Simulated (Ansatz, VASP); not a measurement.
## One calculation of AgRh, two programs

File INCAR:

```
SYSTEM = AgRh
PREC = Accurate ; ENCUT = 520
EDIFF = 1E-6 ; ISMEAR = -1
SIGMA = 0.05 ; LREAL = .FALSE.
LASPH = .TRUE. ; NELM = 60
ALGO = Normal ; ISIF = 2
LWAVE = .FALSE. ; LCHARG = .FALSE.
GGA = PS ; NBANDS = 20
```

The input KPOINTS:

```
regular mesh
0
G
  11 11 6
  0 0 0
```

The input POSCAR:

```
AgRh
1.0
    2.7589461066      0.0000000000      0.0000000000
   -1.3794730533      2.3893174160      0.0000000000
    0.0000000000      0.0000000000      4.7763285309
Ag Rh
1 1
Direct
    0.0000000000      0.0000000000      0.5000000000
    0.6666666667      0.3333333333      0.0000000000
```

The input input.yaml:

```yaml
crystal:
  lattice:
    - [2.7589461066, 0.0, 0.0]
    - [-1.3794730533, 2.389317416, 0.0]
    - [0.0, 0.0, 4.7763285309]
  atoms:
    - { symbol: Ag, position: [0.0, 0.0, 0.5] }
    - { symbol: Rh, position: [0.6666666667, 0.3333333333, 0.0] }
hamiltonian:
  xc: pbesol
  pseudopotentials: { kind: paw }
kpoints:
  mp_grid: { grid: [11, 11, 6] }
scf:
  occupations: { method: fermi_dirac, width: 0.05 }
output:
  forces: true
  stress: true
  eigenvalues: true
  write_density: true
  write_potential: true
  elf: true
  volumetric_format: npy
```

Alike in both runs: task single point; functional PBEsol; k mesh 11 × 11 × 6; occupations fermi-dirac, width 0.05 eV; no spin polarisation.

|  | VASP | Ansatz |
| --- | --- | --- |
| version | VASP 6.6.1 | Ansatz 0.2.0 |
| potentials or method | VASP PAW PBE potentials, release 64 (Ag, Rh_pv) | Ansatz PAW |
| plane-wave cutoff (eV) | 520 | 420 |
| valence electrons in the cell | 26 | 36 |

VASP gave:

* gap on the k mesh at the Fermi level (eV): none
* pressure (GPa): -8.0
* traceless stress, the component that is largest in VASP (GPa): -0.44

Q: Which values does Ansatz return?

A: gap on the k mesh at the Fermi level (eV): none; pressure (GPa): -7.8; traceless stress, the component that is largest in VASP (GPa): -0.48.

VASP's potentials were made for PBE, not for PBEsol. A gap of «none» marks a metal or a gap that the smearing closes. VASP's potentials hold 26 valence electrons a cell and Ansatz's 36, so a difference there can come from the potentials and not from the codes.
